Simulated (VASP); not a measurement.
# Al (Fm-3m) in VASP: single point with PBE

Aim: the single point of Al with PBE.

All numbers are computed with VASP 6.6.1; they aren't measurements. Logs are shortened: lines on timing, memory, paths and dates and some standing lists are left out, and cuts for length are marked.

## Step 1: The cell of the first run

The structure is cubic, space group Fm-3m (No. 225). Conventional cell: a = 4.042 Å, b = 4.042 Å, c = 4.042 Å, α = 90.00°, β = 90.00°, γ = 90.00°. Al (site symmetry m-3m) has 12 Al at 2.86 Å within 3.8 Å.

## Step 2: Single point, PBE

Input file INCAR:

```
ALGO = Normal ; EDIFF = 1E-6
ENCUT = 500 ; GGA = PE
GGA_COMPAT = False ; ISIF = 2
ISMEAR = 0 ; LASPH = True
LCHARG = False ; LREAL = False
LWAVE = False ; NBANDS = 8
NELM = 120 ; PREC = Accurate
SIGMA = 0.1
```

Input file KPOINTS:

```
k-points
0
Gamma
  18 18 18
```

Input file POSCAR:

```
Al
1.0
    0.0000000000      2.0208104603      2.0208104603
    2.0208104603      0.0000000000      2.0208104603
    2.0208104603      2.0208104603      0.0000000000
Al
1
Direct
    0.0000000000      0.0000000000      0.0000000000
```

Potentials or basis: VASP PAW PBE potentials, release 64 (Al).

Launch:

```bash
$ cat potpaw_PBE.64/Al/POTCAR > POTCAR
$ mpirun -np 1 vasp_std > vasp.out
```

OUTCAR:

```text
EDIFF = 1E-6
   ENCUT = 500
   GGA = PE
   ISIF = 2
   ISMEAR = 0
   LASPH = True
   LREAL = False
   NELM = 120
   PREC = Accurate

 ion  position               nearest neighbor table
   1  0.000  0.000  0.000-

  LATTYP: Found a face centered cubic cell.
 ALAT       =     4.0416209206

  Lattice vectors:

 A1 = (   0.0000000000,   2.0208104603,   2.0208104603)
 A2 = (   2.0208104603,   0.0000000000,   2.0208104603)
 A3 = (   2.0208104603,   2.0208104603,   0.0000000000)

Analysis of symmetry for initial positions (statically):
=====================================================================
 Subroutine PRICEL returns:
 Original cell was already a primitive cell.

 Routine SETGRP: Setting up the symmetry group for a
 face centered cubic supercell.

 Subroutine GETGRP returns: Found 48 space group operations
 (whereof 48 operations were pure point group operations)
 out of a pool of 48 trial point group operations.

The static configuration has the point symmetry O_h .

Analysis of symmetry for dynamics (positions and initial velocities):
=====================================================================
 Subroutine PRICEL returns:
 Original cell was already a primitive cell.

 Routine SETGRP: Setting up the symmetry group for a
 face centered cubic supercell.

 Subroutine GETGRP returns: Found 48 space group operations
 (whereof 48 operations were pure point group operations)
 out of a pool of 48 trial point group operations.

The dynamic configuration has the point symmetry O_h .

 Subroutine INISYM returns: Found 48 space group operations
 (whereof 48 operations are pure point group operations),
 and found     1 'primitive' translations

----------------------------------------------------------------------------------------

                                     Primitive cell

  volume of cell :      16.5047

  direct lattice vectors                    reciprocal lattice vectors
     0.000000000  2.020810460  2.020810460    -0.247425481  0.247425481  0.247425481
     2.020810460  0.000000000  2.020810460     0.247425481 -0.247425481  0.247425481
     2.020810460  2.020810460  0.000000000     0.247425481  0.247425481 -0.247425481

  length of vectors
     2.857857560  2.857857560  2.857857560     0.428553504  0.428553504  0.428553504

  position of ions in fractional coordinates (direct lattice)
     0.000000000  0.000000000  0.000000000

  ion indices of the primitive-cell ions
   primitive index   ion index
                 1           1

----------------------------------------------------------------------------------------

 KPOINTS: k-points

Automatic generation of k-mesh.
 Grid dimensions read from file:
 generate k-points for:   18   18   18

 Generating k-lattice:

  Cartesian coordinates                     Fractional coordinates (reciprocal lattice)
    -0.013745860  0.013745860  0.013745860     0.055555556  0.000000000  0.000000000
     0.013745860 -0.013745860  0.013745860     0.000000000  0.055555556  0.000000000
     0.013745860  0.013745860 -0.013745860     0.000000000  0.000000000  0.055555556

  Length of vectors
     0.023808528  0.023808528  0.023808528

  Shift w.r.t. Gamma in fractional coordinates (k-lattice)
     0.000000000  0.000000000  0.000000000

 Subroutine IBZKPT returns following result:
 ===========================================

 Found    195 irreducible k-points:

 Following reciprocal coordinates:
            Coordinates               Weight
  0.000000  0.000000  0.000000      1.000000
  0.055556  0.000000  0.000000      8.000000
  0.111111  0.000000  0.000000      8.000000
  0.166667  0.000000  0.000000      8.000000
  0.222222  0.000000  0.000000      8.000000
  0.277778  0.000000  0.000000      8.000000
[... 16 lines left out ...]
 -0.277778  0.055556  0.000000     24.000000
 -0.222222  0.055556  0.000000     24.000000
 [... further k-points ...]
   k-points           NKPTS =    195   k-points in BZ     NKDIM =    195   number of bands    NBANDS=      8
   number of dos      NEDOS =    301   number of ions     NIONS =      1
   total plane-waves  NPLWV =  13824
   dimension x,y,z NGX =    24 NGY =   24 NGZ =   24
   dimension x,y,z NGXF=    48 NGYF=   48 NGZF=   48
   ions per type =               1
   NGX,Y,Z   is equivalent  to a cutoff of  13.96, 13.96, 13.96 a.u.
   NGXF,Y,Z  is equivalent  to a cutoff of  27.92, 27.92, 27.92 a.u.
 SYSTEM =  unknown system
   PREC   = accura    normal or accurate (medium, high low for compatibility)
   ISTART =      0    job   : 0-new  1-cont  2-samecut
   ICHARG =      2    charge: 1-file 2-atom 10-const
   ISPIN  =      1    spin polarized calculation?
   LNONCOLLINEAR =      F non collinear calculations
   LSORBIT =      F    spin-orbit coupling
   LASPH  =      T    aspherical Exc in radial PAW
   ENCUT  =  500.0 eV  36.75 Ry    6.06 a.u.   5.21  5.21  5.21*2*pi/ulx,y,z
   NELM   =    120;   NELMIN=  2; NELMDL= -5     # of ELM steps
   EDIFF  = 0.1E-05   stopping-criterion for ELM
   LREAL  =      F    real-space projection
   EDIFFG = 0.1E-04   stopping-criterion for IOM
   NSW    =      0    number of steps for IOM
   IBRION =     -1    ionic relax: 0-MD 1-quasi-New 2-CG
   NFREE  =      0    steps in history (QN), initial steepest desc. (CG)
   ISIF   =      2    stress and relaxation
   ISYM   =      2    0-nonsym 1-usesym 2-fastsym
   POTIM  = 0.5000    time-step for ionic-motion
   TEBEG  =    0.0;   TEEND  =   0.0 temperature during run
   PSTRESS=    0.0 pullay stress
   NELECT =       3.0000    total number of electrons
   NUPDOWN=      -1.0000    fix difference up-down
   EMIN   =  10.00;   EMAX   =-10.00  energy-range for DOS
   EFERMI =   0.00;   METHOD = LEGACY
   ISMEAR =     0;   SIGMA  =   0.10  broadening in eV -4-tet -1-fermi 0-gaus
   EFERMI_NEDOS =   21; number of points for ismear=-14 and -15
   IALGO  =     38    algorithm
   IMIX   =      4    mixing-type and parameters
     AMIX     =   0.40;   BMIX     =  1.00
     AMIX_MAG =   1.60;   BMIX_MAG =  1.00
  volume/ion in A,a.u.               =      16.50       111.38
  Fermi-wavevector in a.u.,A,eV,Ry     =   0.927356  1.752448 11.700855  0.859989
  Thomas-Fermi vector in A             =   2.053417
   LORBIT       =      0    0 simple, 1 ext, 2 COOP (PROOUT), +10 PAW based schemes
   GGA     = PE    functional components
   LHFCALC =     F    Hartree Fock is set to
   AEXX    =    0.0000 exact exchange contribution
   IVDW    =     0    specifies the selected vdW correction
   LEPSILON=     F    determine dielectric tensor
   LRPA    =     F    only Hartree local field effects (RPA)
 non-spin polarized calculation
 Gauss-broadening in eV      SIGMA  =   0.10
  energy-cutoff  :      500.00
  volume of cell :       16.50
 maximum number of plane-waves:       444
 NGX is ok and might be reduce to    24
   NGX = 11   NGY = 11   NGZ = 11

 number of electron       3.0000000 magnetization

 Free energy of the ion-electron system (eV)
  ---------------------------------------------------
  ext. energy  EPLUGINS =         0.00000000
  ---------------------------------------------------
  free energy    TOTEN  =        -3.74452262 eV

  energy without entropy =       -3.74160004  energy(sigma->0) =       -3.74306133

 E-fermi :   7.9884     XC(G=0): -10.1955

 val. band max:        7.9822092391   @ k =  -0.2778   0.2778   0.0556
 cond. band min:       7.9896287785   @ k =  -0.2778   0.5000   0.2222
 fundamental gap:      0.0074195394
 Fermi energy:         7.9884487861

 k-point     1 :       0.0000    0.0000    0.0000
  band No.  band energies     occupation
      1      -3.1352      2.00000
      2      20.6150      0.00000
      3      20.6150      0.00000
      4      20.6150      0.00000
      5      22.1048      0.00000
      6      22.1048      0.00000
      7      22.1048      0.00000
      8      24.4611      0.00000

 k-point     2 :       0.0556    0.0000    0.0000
  band No.  band energies     occupation
      1      -3.0513      2.00000
      2      19.0971      0.00000
      3      20.3027      0.00000
      4      20.3027      0.00000
      5      22.5478      0.00000
      6      22.5478      0.00000
      7      22.6804      0.00000
      8      25.3439      0.00000

 k-point     3 :       0.1111    0.0000    0.0000
  band No.  band energies     occupation
      1      -2.7999      2.00000
      2      16.8748      0.00000
      3      19.7908      0.00000
      4      19.7908      0.00000
      5      22.7439      0.00000
      6      23.4212      0.00000
      7      23.4212      0.00000
      8      25.9121      0.00000

 k-point     4 :       0.1667    0.0000    0.0000
  band No.  band energies     occupation
      1      -2.3819      2.00000
      2      14.6381      0.00000
      3      19.3452      0.00000
      4      19.3452      0.00000
      5      22.5818      0.00000
      6      24.0249      0.00000
      7      24.0249      0.00000
      8      25.2678      0.00000

 k-point     5 :       0.2222    0.0000    0.0000
  band No.  band energies     occupation
      1      -1.7988      2.00000
      2      12.4774      0.00000
      3      19.0178      0.00000
      4      19.0178      0.00000
      5      22.4114      0.00000
      6      23.2538      0.00000
      7      23.2538      0.00000
      8      26.2045      0.00000
[... 177 lines left out ...]
 k-point    22 :      -0.3333    0.0556    0.0000
  band No.  band energies     occupation
      1       0.2647      2.00000
      2       7.9449      1.46192
      3      17.1009      0.00000
      4      19.9080      0.00000
      5      20.0876      0.00000
      6      21.4589      0.00000
      7      22.9891      0.00000
      8      25.8717      0.00000

 k-point    23 :      -0.2778    0.0556    0.0000
  band No.  band energies     occupation
      1      -0.6946      2.00000
      2       9.8295      0.00000
      3      17.1183      0.00000
      4      19.9886      0.00000
      5      20.8888      0.00000
      6      22.3232      0.00000
      7      22.9414      0.00000
      8      26.6621      0.00000

 k-point    24 :      -0.2222    0.0556    0.0000
  band No.  band energies     occupation
      1      -1.4943      2.00000
      2      11.8375      0.00000
      3      17.2803      0.00000
      4      20.1313      0.00000
      5      21.8767      0.00000
      6      22.9270      0.00000
      7      23.3742      0.00000
      8      25.5763      0.00000

 [... further k-points ...]

------------------------ aborting loop because EDIFF is reached ----------------------------------------

  FORCE on cell =-STRESS in cart. coord.  units (eV):
  Direction    XX          YY          ZZ          XY          YZ          ZX
  --------------------------------------------------------------------------------------
  -------------------------------------------------------------------------------------
  Total       -0.0056220     -0.0056220     -0.0056220     -0.0000000     -0.0000000     -0.0000000
  in kB       -0.5457483     -0.5457483     -0.5457483     -0.0000000     -0.0000000     -0.0000000
  external PRESSURE =      -0.5457483 kB  Pullay stress =       0.0000000 kB

 VOLUME and BASIS-vectors are now :
 -----------------------------------------------------------------------------
  energy-cutoff  :      500.00
  volume of cell :       16.50
      direct lattice vectors                 reciprocal lattice vectors
     0.000000000  2.020810460  2.020810460    -0.247425481  0.247425481  0.247425481
     2.020810460  0.000000000  2.020810460     0.247425481 -0.247425481  0.247425481
     2.020810460  2.020810460  0.000000000     0.247425481  0.247425481 -0.247425481

 POSITION                                       TOTAL-FORCE (eV/Angst)
 -----------------------------------------------------------------------------------
      0.00000      0.00000      0.00000        -0.000000     -0.000000     -0.000000
 -----------------------------------------------------------------------------------
    total drift:                               -0.000000     -0.000000     -0.000000

  FREE ENERGIE OF THE ION-ELECTRON SYSTEM (eV)
  ---------------------------------------------------
  free  energy   TOTEN  =        -3.7445226154 eV

  energy  without entropy=       -3.7416000420  energy(sigma->0) =       -3.74306133
```

It took 15 s on 1 thread of Intel Xeon Platinum 8259CL at 2.50GHz (Skylake/Cascade Lake), shared host; peak memory 0.14 GiB.

What came out:

```yaml
Free_energy: -3.7445 eV
Pressure: -0.1 GPa
Band_gap_on_the_k_mesh: zero (an odd number of electrons rules out a gap without spin polarisation)
```
